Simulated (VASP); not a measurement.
Runs of VASP 6.6.1 on Ag. The structure is that of space group Pm-3m (No. 221), or close to it. The cells are those of the table. 

| cell | smearing | gap on the mesh (eV) | pressure (GPa) |
| --- | --- | --- | --- |
| a = 2.612 Å, 1 atom | fermi-dirac 0.05 eV | none | 8.9 |
| a = 2.159 Å, 1 atom | fermi-dirac 0.05 eV | none | (a) |
| a = 2.361 Å, 1 atom | fermi-dirac 0.05 eV | none | 97.5 |
| a = 2.685 Å, 1 atom | fermi-dirac 0.05 eV | none | -0.2 |
| a = 2.685 Å, 1 atom | gaussian 0.001 eV | none | -0.2 |
| a = 2.058 Å, 1 atom | fermi-dirac 0.05 eV | none | 585.9 |

Alike in all rows: task single point; level PBEsol; potentials or basis VASP PAW PBE potentials, release 64 (Ag); no spin polarisation; k mesh 16 × 16 × 16; cutoff (eV) 520.

**Question.** Fill in the values left out.

**Answer.** (a) 335.3.

Caveats: the PAW data sets were made with another functional, which shifts forces and pressure a little.

A k mesh can miss the band edges, and the runs leave out spin-orbit coupling on Ag.

A gap of «none» marks levels without a gap at the run's occupations.
